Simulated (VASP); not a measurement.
Here is a VASP 6.6.1 calculation.

The input INCAR:

```
SYSTEM = HgTe2
PREC = Accurate
ENCUT = 600
EDIFF = 1E-7
ISMEAR = 0
SIGMA = 0.1
LREAL = .FALSE.
LASPH = .TRUE.
NELM = 100
ALGO = Normal
ISIF = 3
LWAVE = .FALSE.
LCHARG = .FALSE.
GGA = PE
IBRION = 2
NSW = 90
EDIFFG = -0.04
```

File KPOINTS:

```
regular mesh
0
G
  4 4 4
  0 0 0
```

POSCAR

```
HgTe2
1.0
    4.7940002593      0.0000000000      0.0000000000
    0.0000000000      4.7940002593      0.0000000000
    0.0000000000      0.0000000000      7.3146932815
Hg Te
2 4
Direct
    0.0000000000      0.5000000000      0.7000000000
    0.5000000000      0.0000000000      0.3000000000
    0.0000000000      0.0000000000      0.0000000000
    0.5000000000      0.5000000000      0.0000000000
    0.0000000000      0.5000000000      0.2700000000
    0.5000000000      0.0000000000      0.7300000000
```

Potentials or basis: VASP PAW PBE potentials, release 64 (Hg, Te).

The run is started by

```bash
$ cat potpaw_PBE.64/Hg/POTCAR potpaw_PBE.64/Te/POTCAR > POTCAR
$ mpirun -np 1 vasp_std > vasp.out
```

**Question.** Predict the space group after relaxing (to 0.05 Å).

**Answer.** P4/nmm (No. 129).

**Question.** Predict the relaxed cell.

**Answer.** a = 6.147 Å, b = 6.147 Å, c = 6.232 Å, α = 90.00°, β = 90.00°, γ = 90.00°.

**Question.** Predict the relaxed volume.

**Answer.** 39.25 Å³/atom.

Final structure:
```cif
data_structure
_symmetry_space_group_name_H-M 'P 1'
_symmetry_Int_Tables_number 1
_cell_length_a 6.1473
_cell_length_b 6.1473
_cell_length_c 6.2325
_cell_angle_alpha 90.000
_cell_angle_beta 90.000
_cell_angle_gamma 90.000
_cell_volume 235.52
loop_
_atom_site_label
_atom_site_type_symbol
_atom_site_fract_x
_atom_site_fract_y
_atom_site_fract_z
_atom_site_occupancy
Hg1 Hg 0.00000 0.50000 0.53984 1
Hg2 Hg 0.50000 0.00000 0.46016 1
Te1 Te 0.00000 0.00000 0.00000 1
Te2 Te 0.50000 0.50000 0.00000 1
Te3 Te 0.00000 0.50000 0.04217 1
Te4 Te 0.50000 0.00000 0.95783 1
```

Caveat: the volume moved by over 15 % at a fixed basis, so the end points are rough.
